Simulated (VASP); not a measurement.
A run of VASP 6.6.1 is set up as follows.

File POSCAR:

```
Ta4C3
1.0
    4.4247933841      0.0000000000      0.0000000000
    0.0000000000      4.4247933841      0.0000000000
    0.0000000000      0.0000000000      4.4247933841
Ta C
4 3
Direct
    0.0000000000      0.5000000000      0.5000000000
    0.5000000000      0.0000000000      0.5000000000
    0.5000000000      0.5000000000      0.0000000000
    0.0000000000      0.0000000000      0.0000000000
    0.5000000000      0.0000000000     -0.0593248039
    0.0000000000      0.5000000000     -0.0593248039
    0.0000000000      0.0000000000      0.4406751961
```

INCAR.step1

```
ALGO     = Normal         # electronic algorithm
EDIFF    = 1E-4           # SCF threshold, eV
ENCUT    = 520            # plane-wave cutoff, eV
GGA      = PE             # functional
ISMEAR   = 0              # smearing method
LASPH    = True           # aspherical terms in the spheres
LCHARG   = False          # write CHGCAR
LREAL    = False          # projectors in reciprocal space
LWAVE    = True           # write WAVECAR
NBANDS   = 37             # bands
NELM     = 60             # most SCF steps
PREC     = Accurate       # precision mode
SIGMA    = 0.15           # smearing width, eV
```

Contents of INCAR.step2:

```
ALGO     = Normal         # electronic algorithm
EDIFF    = 1E-7           # SCF threshold, eV
ENCUT    = 520            # plane-wave cutoff, eV
ISIF     = 2              # what is computed and relaxed
ISMEAR   = 0              # smearing method
ISTART   = 1            
LASPH    = True           # aspherical terms in the spheres
LCHARG   = False          # write CHGCAR
LMIXTAU  = True         
LREAL    = False          # projectors in reciprocal space
LWAVE    = False          # write WAVECAR
METAGGA  = R2SCAN         # meta-GGA
NBANDS   = 37             # bands
NELM     = 60             # most SCF steps
PREC     = Accurate       # precision mode
SIGMA    = 0.15           # smearing width, eV
```

The input KPOINTS:

```
k-points
0
Gamma
  10 10 10
```

Potentials or basis: VASP PAW PBE potentials, release 64 (Ta_pv, C).

Run with:

```bash
$ cat potpaw_PBE.64/Ta_pv/POTCAR potpaw_PBE.64/C/POTCAR > POTCAR
$ cp INCAR.step1 INCAR
$ mpirun -np 1 vasp_std > vasp.out
$ cp INCAR.step2 INCAR
$ mpirun -np 1 vasp_std > vasp.out
```

(1) Predict the pressure.

(2) Predict the band gap on the k mesh.

Answers

(1) 9.6 GPa.

(2) zero (band 28 reaches 7.55 eV, above the bottom of band 29 at 6.65 eV).

Caveat: the cell differs from its parent crystal (all C atoms moved +0.263 Å, as atom 5 towards its neighbour atom 2 (Ta) at 2.212 Å); the PAW data sets were made with another functional, which shifts forces and pressure a little; spin-orbit coupling is left out, which moves the levels of the heavy elements.
